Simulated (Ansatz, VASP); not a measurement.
## NaCl: VASP beside Ansatz

INCAR

```
SYSTEM = NaCl
PREC     = Accurate       ! precision mode
ENCUT    = 600            ! plane-wave cutoff, eV
EDIFF    = 1E-6           ! SCF threshold, eV
ISMEAR   = -1             ! smearing method
SIGMA    = 0.05           ! smearing width, eV
LREAL    = .False.        ! projectors in reciprocal space
LASPH    = .True.         ! aspherical terms in the spheres
NELM     = 80             ! most SCF steps
ALGO     = Normal         ! electronic algorithm
ISIF     = 3              ! what is computed and relaxed
LWAVE    = .False.        ! write WAVECAR
LCHARG   = .False.        ! write CHGCAR
GGA      = PS             ! functional
IVDW     = 13             ! dispersion correction
IBRION   = 2              ! ionic algorithm
NSW      = 60             ! ionic steps
EDIFFG   = -0.01          ! ionic threshold
```

The input KPOINTS:

```
Automatic mesh
0
Gamma
  8 8 8
  0 0 0
```

The input POSCAR:

```
NaCl
1.0
    0.0000000000      2.7940632177      2.7940632177
    2.7940632177      0.0000000000      2.7940632177
    2.7940632177      2.7940632177      0.0000000000
Cl Na
1 1
Direct
    0.5000000000      0.5000000000      0.5000000000
    0.0000000000      0.0000000000      0.0000000000
```

input.yaml

```yaml
crystal:
  lattice:
    - [0.0, 2.7940632177, 2.7940632177]
    - [2.7940632177, 0.0, 2.7940632177]
    - [2.7940632177, 2.7940632177, 0.0]
  atoms:
    - { symbol: Cl, position: [0.5, 0.5, 0.5] }
    - { symbol: Na, position: [0.0, 0.0, 0.0] }
hamiltonian:
  xc: pbesol
  pseudopotentials: { kind: paw }
  dispersion: d4
kpoints:
  mp_grid: { grid: [8, 8, 8] }
scf:
  occupations: { method: fermi_dirac, width: 0.05 }
output:
  forces: true
  stress: true
relax:
  f_tol: 0.01
  max_steps: 40
  cell: { stress_tol: 0.05 }
```

Alike in both runs: task relaxation of cell and atoms; functional PBEsol; dispersion D4; k mesh 8 × 8 × 8; occupations fermi-dirac, width 0.05 eV; no spin polarisation.

```csv
,VASP,Ansatz
version,VASP 6.6.1,Ansatz 0.2.0
potentials or method,"VASP PAW PBE potentials, release 64 (Cl, Na_pv)",Ansatz PAW
plane-wave cutoff (eV),600,420
valence electrons in the cell,14,16
```

|  | VASP | Ansatz | Ansatz less VASP |
| --- | --- | --- | --- |
| relaxed volume (Å³/atom) | 21.74 | 21.63 | -0.112 |
| relaxed cell length with the largest relative difference (Å) | 3.947 | 3.940 | -0.0068 |

VASP's potentials were made for PBE, not for PBEsol. VASP's potentials hold 14 valence electrons a cell and Ansatz's 16, so a difference there can come from the potentials and not from the codes.

Noted on Ansatz's run: the plane-wave basis is chosen anew once the cell has moved, so the energies of steps on either side of that aren't comparable.
